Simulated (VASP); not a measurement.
## Si: vibrations by perturbation theory with PBEsol

Si:

```
Si
1.0
     0.00000    2.70308    2.70308
     2.70308    0.00000    2.70308
     2.70308    2.70308    0.00000
Si
2
Direct
  0.25000 0.25000 0.25000
  0.00000 0.00000 0.00000
```

- Program: VASP 6.6.1
- Task: vibrations by perturbation theory
- Functional: PBEsol
- Potentials or basis: VASP PAW PBE potentials, release 64 (Si)
- Cutoff: 520 eV
- k mesh: 8 × 8 × 8
- Occupations: gaussian, width 0.01 eV
- Spin: no spin polarisation
- Dipole correction: no
- Further INCAR settings: ALGO = Normal; EDIFF = 1e-08; NBANDS = 11; IBRION = 8; NSW = 1

```json
{"Highest phonon frequency at Γ": "517 cm⁻¹"}
```

Phonon frequencies in cm⁻¹ (negative: imaginary):
```tsv
q point	frequencies
(0.000, 0.000, 0.000)	0 0 0 517 517 517
```

It took 32 s on 1 thread of Intel(R) Xeon(R) 6975P-C (Granite Rapids), on a shared host, peak memory 0.21 GiB.

Caveat: the cell stands under pressure or tension, which shifts response properties.
